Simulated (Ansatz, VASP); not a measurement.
**Two plane-wave programs on Cu**

```xyz
2
Lattice="-1.4274 1.4274 1.3411 1.4274 -1.4274 1.3411 2.8548 2.8548 0.0000" Properties=species:S:1:pos:R:3 pbc="T T T"
Cu   -0.2217    0.2217   -0.1450
Cu    1.6491    1.2057    1.4861
```

Change from the starting cell: mode 1 frozen in at -0.314 Å and mode 5 at -0.145 Å (largest displacements).

Alike in both runs: task single point; functional LDA; k mesh 20 × 20 × 12; occupations gaussian, width 0.15 eV; no spin polarisation.

|  | VASP | Ansatz |
| --- | --- | --- |
| version | VASP 6.6.1 | Ansatz 0.2.0 |
| potentials or method | VASP PAW LDA potentials, release 64 (Cu), cutoff 520 eV | scalar-relativistic, plane waves, PAW |
| valence electrons in the cell | 22 | 38 |

Ansatz gave:

```
gap on the k mesh at the Fermi level (eV)                     : none
pressure (GPa)                                                : 2.5
traceless stress, the component that is largest in VASP (GPa) : -7.67
rms of the force components (eV/Å)                            : 0.292
```

Problem. Which values does VASP return?

Solution. gap on the k mesh at the Fermi level (eV): none; pressure (GPa): 3.4; traceless stress, the component that is largest in VASP (GPa): -7.71; rms of the force components (eV/Å): 0.293.

Ansatz warns that its potentials were made for another functional, while VASP's fit it. LDA's correlation is that of Perdew and Zunger in VASP and of Perdew and Wang (1992) in Ansatz. Atom by atom the forces differ by 0.002 eV/Å (rms over components). A gap of «none» marks a metal or a gap that the smearing closes. VASP's potentials hold 22 valence electrons a cell and Ansatz's 38, so a difference there can come from the potentials and not from the codes.
